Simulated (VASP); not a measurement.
**Ag: relaxation of cell and atoms with PBE**

Crystal: Ag.

```
Ag
1.0
     0.00000    2.75195    2.75195
     2.75195    0.00000    2.75195
     2.75195    2.75195    0.00000
Ag
2
Direct
  0.87500 0.87500 0.87500
  0.12500 0.12500 0.12500
```

- Program: VASP 6.6.1
- Task: relaxation of cell and atoms
- Functional: PBE
- Potentials or basis: VASP PAW PBE potentials, release 64 (Ag)
- Cutoff: 600 eV
- k mesh: 13 × 13 × 13
- Occupations: fermi-dirac, width 0.08 eV
- Spin: no spin polarisation
- Target pressure: 31 GPa
- Dipole correction: no
- Further INCAR settings: ALGO = Normal; EDIFF = 1e-06; IBRION = 2; EDIFFG = -0.005; NSW = 32; ISIF = 3

```json
{
  "Relaxed volume": "20.78 Å³/atom",
  "Relaxed cell": "a = 3.888 Å, b = 3.888 Å, c = 3.888 Å, α = 60.00°, β = 60.00°, γ = 60.00°",
  "Space group after relaxing (to 0.05 Å)": "Fd-3m (No. 227)",
  "Energy change on relaxing (the enthalpy is what falls)": "+12.0 meV/atom",
  "Ionic steps": "3",
  "Pressure after relaxing": "31.0 GPa",
  "Band gap on the k mesh": "zero (band 11 reaches 6.74 eV, above the bottom of band 12 at 5.65 eV)"
}
```

The path:
```csv
step,energy change (eV),largest force (eV/Å),pressure (GPa),volume (Å³)
1,0.0000,0.0000,30.51,41.68
2,0.0750,0.0000,32.10,41.30
3,0.0239,0.0000,30.99,41.56
```

Final structure:
```
CELL_PARAMETERS angstrom
0.00000 2.74921 2.74921
2.74921 0.00000 2.74921
2.74921 2.74921 0.00000
ATOMIC_POSITIONS crystal
Ag 0.87500 0.87500 0.87500
Ag 0.12500 0.12500 0.12500
```

Levels at points of the mesh, in eV from the Fermi level:
| k point | band 7 | band 8 | band 9 | band 10 | band 11 | band 12 | band 13 | band 14 | band 15 |
| --- | --- | --- | --- | --- | --- | --- | --- | --- | --- |
| (0.00, 0.00, 0.00) | -3.79 | -3.79 | -3.79 | -2.63 | -2.63 | 11.23 | 11.23 | 11.23 | 11.62 |

Wall time 99 s on 1 thread of AMD EPYC 9R45 (Zen 5), with other jobs on the host, peak memory 0.18 GiB.

Caveat: the cell is relaxed towards a set pressure, so the enthalpy falls and the energy may rise.
